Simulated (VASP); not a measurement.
Set up this calculation in VASP 6.6.1, as the native input.

```yaml
Task: single point
Functional: PBEsol
Potentials_or_basis: VASP PAW PBE potentials, release 64 (Cu_sv_GW)
Cutoff: 820 eV
k_mesh: 24 × 24 × 24
Occupations: gaussian, width 0.15 eV
Spin: no spin polarisation
Dipole_correction: no
Further_INCAR_settings: ALGO = Normal; EDIFF = 1e-06; NBANDS = 16
```

The structure of Cu lies in POSCAR:

```
Cu
1.0
    0.0000000000      1.8087951325      2.0050494044
    1.8087951325      0.0000000000      2.0050494044
    1.8087951325      1.8087951325      0.0000000000
Cu
1
Direct
    0.0000000000      0.0000000000      0.0000000000
```

One way to write it, as run:

INCAR

```
PREC = Accurate
ENCUT = 820
EDIFF = 1E-6
ISMEAR = 0
SIGMA = 0.15
LREAL = False
LASPH = True
NELM = 120
ALGO = Normal
ISIF = 2
LWAVE = False
LCHARG = False
GGA = PS
NBANDS = 16
GGA_COMPAT = False
```

KPOINTS

```
regular mesh
0
Gamma
  24 24 24
```

Potentials or basis: VASP PAW PBE potentials, release 64 (Cu_sv_GW).

Launch:

```bash
$ cat potpaw_PBE.64/Cu_sv_GW/POTCAR > POTCAR
$ mpirun -np 1 vasp_std > vasp.out
```

Results of the run:

| Property | Result |
| --- | --- |
| Pressure | -17.2 GPa |
| Band gap on the k mesh | zero (an odd number of electrons rules out a gap without spin polarisation) |

Caveat: the stress differs along the axes, from -21 to -15 GPa; the PAW data sets were made with another functional, which shifts forces and pressure a little.

Run time: 5.5 min on 1 thread of AMD EPYC 7R13 Processor (Zen 3), with other jobs on the host, peak memory 0.57 GiB.
